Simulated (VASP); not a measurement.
BiH2, 3 atoms in the cell. Symmetry: P6/mmm, No. 191, hexagonal system. The conventional cell has a = 2.788 Å, b = 2.788 Å, c = 6.882 Å, α = 90.00°, β = 90.00°, γ = 120.00°. Within 1.8 Å of Bi (site symmetry 6/mmm) lie 2 H at 1.38 Å. Within 1.8 Å of H (site symmetry 6mm) lie 1 Bi at 1.38 Å. 

| Item | Value |
| --- | --- |
| Program | VASP 6.6.1 |
| Task | single point |
| Functional | PBE |
| Potentials or basis | VASP PAW PBE potentials, release 64 (Bi_d, H) |
| Cutoff | 520 eV |
| k mesh | 6 × 6 × 4 |
| Occupations | gaussian, width 0.1 eV |
| Spin | no spin polarisation |
| Dipole correction | no |
| Further INCAR settings | ALGO = Normal; EDIFF = 1e-07; NBANDS = 16 |

Potentials or basis: VASP PAW PBE potentials, release 64 (Bi_d, H).

The run is started by

```bash
$ cat potpaw_PBE.64/Bi_d/POTCAR potpaw_PBE.64/H/POTCAR > POTCAR
$ mpirun -np 1 vasp_std > vasp.out
```

Hardware: 1 thread of AMD EPYC 7R43 64-Core Processor (Zen 3), on a shared host.

Question: How long does it take, and how much memory?

Answer: Wall time 17 s on 1 thread of AMD EPYC 7R43 64-Core Processor (Zen 3), with other jobs on the host, peak memory 0.15 GiB. Counts: scf iterations 16, k points 21.
